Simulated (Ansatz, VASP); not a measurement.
# Two plane-wave programs on ZnSe

```
Zn Se
1.0
     4.10129    0.00000    0.00000
     0.00000    4.10129    0.00000
     0.00000    0.00000    6.47584
Zn Se
2 2
Cartesian
  0.0000 0.0000 0.0000
  2.0506 2.0506 0.0000
  0.0000 2.0506 1.4904
  2.0506 0.0000 4.9855
```

Alike in both runs: functional PBE; k mesh 8 × 8 × 4; occupations gaussian, width 0.02 eV; no spin polarisation.

Ansatz relaxed the structure, and its values are those at the end. VASP's run is a single point on that final structure, the one shown.

|  | VASP | Ansatz |
| --- | --- | --- |
| version | VASP 6.6.1 | Ansatz 0.2.0 |
| potentials or method | VASP PAW PBE potentials, release 64 (Zn, Se), cutoff 520 eV | scalar-relativistic, plane waves, PAW |
| valence electrons in the cell | 36 | 56 |

|  | VASP | Ansatz | Ansatz less VASP |
| --- | --- | --- | --- |
| gap on the k mesh at the Fermi level (eV) | 2.03 | 2.04 | +0.008 |
| least direct gap on the mesh (eV) | 2.03 | 2.04 | +0.008 |
| pressure (GPa) | 0.2 | 0.0 | -0.17 |
| rms of the force components (eV/Å) | 0.016 | 0.000 | -0.0157 |

With one functional, cell and mesh, what is left measures potentials, basis and numerics. VASP's potentials hold 36 valence electrons a cell and Ansatz's 56, so a difference there can come from the potentials and not from the codes.
